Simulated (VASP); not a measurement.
A run of VASP 6.6.1 is set up as follows.

File INCAR:

```
ALGO = Normal
EDIFF = 1E-7
EDIFFG = -0.005
ENCUT = 600
IBRION = 2
ISIF = 3
ISMEAR = -1
LASPH = T
LCHARG = F
LREAL = F
LWAVE = F
NELM = 60
NSW = 60
PREC = Accurate
SIGMA = 0.08
```

KPOINTS

```
k-points
0
Gamma
  17 17 17
```

The input POSCAR:

```
F
1.0
    2.4124354551      0.0000000000      0.0000000000
    0.0000000000      2.4124354551      0.0000000000
    0.0000000000      0.0000000000      2.4124354551
F
1
Direct
    0.0000000000      0.0000000000      0.0000000000
```

Potentials or basis: VASP PAW LDA potentials, release 64 (F).

Launch:

```bash
$ cat potpaw_LDA.64/F/POTCAR > POTCAR
$ mpirun -np 1 vasp_std > vasp.out
```

Problem. Estimate the band gap on the k mesh.

Solution. Zero (an odd number of electrons rules out a gap without spin polarisation).

Problem. What does it give for the relaxed volume?

Solution. 9.03 Å³/atom.

Final structure:
```
F
1.0
     2.08224    0.00000    0.00000
     0.00000    2.08224    0.00000
     0.00000    0.00000    2.08224
F
1
Direct
  0.00000 0.00000 0.00000
```

Caveat: the volume moved by over 15 % at a fixed basis, so the end points are rough; an odd number of electrons without spin polarisation forces a metal; a magnetic or distorted state may lie lower.
